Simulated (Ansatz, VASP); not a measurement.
Fe in VASP and in Ansatz

File INCAR:

```
PREC = Accurate
ENCUT = 600
EDIFF = 1E-6
ISMEAR = 0
SIGMA = 0.03
LREAL = False
LASPH = True
NELM = 120
ALGO = Normal
ISIF = 2
LWAVE = False
LCHARG = True
GGA = PE
LELF = True
LVHAR = True
NBANDS = 10
GGA_COMPAT = False
```

The input KPOINTS:

```
regular mesh
0
Gamma
  16 16 16
```

POSCAR

```
Fe
1.0
   -1.3807996972      1.3807996972      1.3807996972
    1.3807996972     -1.3807996972      1.3807996972
    1.3807996972      1.3807996972     -1.3807996972
Fe
1
Direct
    0.0000000000      0.0000000000      0.0000000000
```

Input for Ansatz:

```yaml
crystal:
  lattice:
    - [-1.3807996972, 1.3807996972, 1.3807996972]
    - [1.3807996972, -1.3807996972, 1.3807996972]
    - [1.3807996972, 1.3807996972, -1.3807996972]
  atoms:
    - { symbol: Fe, position: [0.0, 0.0, 0.0] }
hamiltonian:
  xc: pbe
  pseudopotentials:
    kind: paw
    azcp:
      Fe: "pseudopotentials/Fe.paw.azcp"
basis:
  ecutwfc: 420
  fft_grid_basis: typed
kpoints:
  mp_grid: { grid: [16, 16, 16], shift: [0, 0, 0] }
magnetization:
  spin_polarized: false
scf:
  occupations: { method: gaussian, width: 0.03 }
  lower_state_search: "off"
output:
  stress: true
```

Alike in both runs: task single point; functional PBE; k mesh 16 × 16 × 16; occupations gaussian, width 0.03 eV; no spin polarisation.

```csv
,VASP,Ansatz
version,VASP 6.6.1,Ansatz 0.2.0
potentials or method,"VASP PAW PBE potentials, release 64 (Fe), cutoff 600 eV","plane waves (420 eV) with PAW, scalar-relativistic"
valence electrons in the cell,8,16
```

```tsv
	VASP	Ansatz	Ansatz less VASP
pressure (GPa)	-1.7	-1.1	+0.63
```

VASP's potentials hold 8 valence electrons a cell and Ansatz's 16, so a difference there can come from the potentials and not from the codes.
